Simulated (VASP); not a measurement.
Set up this calculation in VASP 6.6.1, as the native input.

```
Task                   : single point
Functional             : PBE
Potentials or basis    : VASP PAW PBE potentials, release 64 (Al, In_d, Sb, N)
Cutoff                 : 520 eV
k mesh                 : 12 × 12 × 4
Occupations            : gaussian, width 0.1 eV
Spin                   : no spin polarisation
Dipole correction      : no
Further INCAR settings : ALGO = Normal; EDIFF = 1e-06; NBANDS = 24
```

The structure of AlInSbN2 lies in POSCAR:

```
AlInSbN2
1.0
    3.1968710866      0.0000000000      0.0000000000
   -1.5984355433      2.7685715737      0.0000000000
    0.0000000000      0.0000000000      9.4163681659
Al In Sb N
1 1 1 2
Direct
    0.0000000000      0.0000000000      0.3613191374
    0.3333333333      0.6666666667      0.0589799310
    0.6666666667      0.3333333333      0.6964757603
    0.6666666667      0.3333333333      0.3122196085
    0.0000000000      0.0000000000      0.5710055628
```

The input as run:

INCAR

```
ALGO = Normal
EDIFF = 1E-6
ENCUT = 520
GGA = PE
ISIF = 2
ISMEAR = 0
LASPH = True
LCHARG = False
LREAL = False
LWAVE = False
NBANDS = 24
NELM = 60
PREC = Accurate
SIGMA = 0.1
```

KPOINTS

```
k-points
0
Gamma
  12 12 4
```

Potentials or basis: VASP PAW PBE potentials, release 64 (Al, In_d, Sb, N).

Command:

```sh
$ cat potpaw_PBE.64/Al/POTCAR potpaw_PBE.64/In_d/POTCAR potpaw_PBE.64/Sb/POTCAR potpaw_PBE.64/N/POTCAR > POTCAR
$ mpirun -np 1 vasp_std > vasp.out
```

It gave:

The pressure is -0.2 GPa. The largest force is 0.041 eV/Å.

It took 50 s on 1 thread of Intel(R) Xeon(R) 6975P-C (Granite Rapids), on a shared host, peak memory 0.29 GiB.
